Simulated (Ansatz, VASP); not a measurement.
Ta: VASP beside Ansatz

```
Ta
1.0
     2.98484    0.00000    0.00000
    -1.49242    2.58495    0.00000
     0.00000    0.00000    7.31924
Ta
3
Direct
  0.00000 0.00000 0.00000
  0.33333 0.66667 0.33333
  0.66667 0.33333 0.66667
```

Alike in both runs: task single point; functional PBE; k mesh 30 × 30 × 14; occupations gaussian, width 0.1 eV; no spin polarisation.

|  | VASP | Ansatz |
| --- | --- | --- |
| version | VASP 6.6.1 | Ansatz 0.2.0 |
| potentials or method | VASP PAW PBE potentials, release 64 (Ta_pv), cutoff 520 eV | scalar-relativistic, plane waves, PAW |
| valence electrons in the cell | 33 | 39 |

|  | VASP | Ansatz | Ansatz less VASP |
| --- | --- | --- | --- |
| gap on the k mesh at the Fermi level (eV) | none | none | - |
| pressure (GPa) | 0.1 | 0.1 | -0.01 |
| traceless stress, the component that is largest in VASP (GPa) | -0.09 | -0.09 | -0.001 |

A gap of «none» marks a metal or a gap that the smearing closes. With one functional, cell and mesh, what is left measures potentials, basis and numerics. VASP's potentials hold 33 valence electrons a cell and Ansatz's 39, so a difference there can come from the potentials and not from the codes.

Neither program's run includes spin-orbit coupling.
